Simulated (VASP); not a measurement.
BiTe, 2 atoms in the cell. Symmetry: Fm-3m, No. 225, cubic system. Conventional cell: a = 6.597 Å, b = 6.597 Å, c = 6.597 Å, α = 90.00°, β = 90.00°, γ = 90.00°. Bi (site symmetry m-3m) has 6 Te at 3.30 Å within 4.3 Å. Te (site symmetry m-3m) has 6 Bi at 3.30 Å within 4.3 Å. 

| Quantity | Value |
| --- | --- |
| Program | VASP 6.6.1 |
| Task | single point |
| Functional | LDA |
| Potentials or basis | VASP PAW LDA potentials, release 64 (Bi_d, Te) |
| Cutoff | 520 eV |
| k mesh | 10 × 10 × 10 |
| Occupations | fermi-dirac, width 0.08 eV |
| Spin | no spin polarisation |
| Dipole correction | no |
| Further INCAR settings | ALGO = Normal; EDIFF = 1e-06; NBANDS = 18 |

Potentials or basis: VASP PAW LDA potentials, release 64 (Bi_d, Te).

The run is started by

```sh
$ cat potpaw_LDA.64/Bi_d/POTCAR potpaw_LDA.64/Te/POTCAR > POTCAR
$ mpirun -np 1 vasp_std > vasp.out
```

Hardware: 1 thread of Intel Xeon 8259CL (shared host).

Q: How long does it take, and how much memory?

A: Run time: 69 s on 1 thread of Intel Xeon 8259CL, on a shared host, peak memory 0.21 GiB. Counts: scf iterations 12, k points 47.
